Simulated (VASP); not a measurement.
Wanted: the native input for a VASP 6.6.1 run.

* Task: single point
* Functional: PBE
* Potentials or basis: VASP PAW PBE potentials, release 64 (Si, C, Ta_pv, N)
* Cutoff: 520 eV
* k mesh: 1 × 1 × 1, shifted
* Occupations: fermi-dirac, width 0.1379 eV
* Spin: no spin polarisation
* Dipole correction: no
* Further INCAR settings: LREAL = Auto; ALGO = Normal; EDIFF = 1e-06; NBANDS = 58; ISYM = -1

The structure of Ta3Si5C5N3 lies in POSCAR:

```
Ta3Si5C5N3
1.0
    5.5208870000     -0.3069000000      0.1387320000
   -0.3069000000      5.9781400000     -0.0034560000
    0.1387320000     -0.0034560000      5.8739650000
Si C Ta N
5 5 3 3
Direct
    0.5220990468      0.5493203263      0.0626788900
    0.7463760035      0.4246178843      0.3803135095
    0.1186662372      0.5216614489      0.0950538618
    0.7685690635      0.4190632289      0.7973975261
    0.2686684855      0.0660867250      0.9821574489
    0.4126046526     -0.0548973587      0.5201203627
   -0.0110859733      0.2234298701      0.0952918774
    0.0388614535      0.6298668583      0.8338194887
    0.0264656762      0.5783273567      0.3884803643
    0.2949257002      0.1902097502      0.4779568371
    0.3291433077      0.5306435386      0.5816790183
    1.0072038521      0.9004188977      0.4821663804
    0.6952556729     -0.0311857680      0.9780517950
    0.5343054298      0.8335295608      0.6716065583
    0.0217411032      0.8690391598      0.8317183049
   -0.1576577325      0.1433536722      0.2918055526
```

The input as run:

INCAR

```
SYSTEM = Ta3Si5C5N3
ALGO = Normal
EDIFF = 1E-6
ENCUT = 520
GGA = PE
GGA_COMPAT = .False.
ISIF = 2
ISMEAR = -1
ISYM = -1
LASPH = .True.
LCHARG = .True.
LELF = .True.
LREAL = Auto
LVHAR = .True.
LWAVE = .False.
NBANDS = 58
NELM = 120
PREC = Accurate
SIGMA = 0.1379
```

KPOINTS

```
explicit points
1
Reciprocal
  0.25000000   0.25000000   0.25000000 1
```

Potentials or basis: VASP PAW PBE potentials, release 64 (Si, C, Ta_pv, N).

The run is started by

```bash
$ cat potpaw_PBE.64/Si/POTCAR potpaw_PBE.64/C/POTCAR potpaw_PBE.64/Ta_pv/POTCAR potpaw_PBE.64/N/POTCAR > POTCAR
$ mpirun -np 1 vasp_std > vasp.out
```

It gave:

```json
{
 "Pressure": "5.6 GPa",
 "Largest force": "4.825 eV/Å"
}
```

Caveat: the atoms stand as in a frame of molecular dynamics.

Wall time 74 s on 1 thread of Intel Xeon 8259CL, with other jobs on the host, peak memory 0.3 GiB.
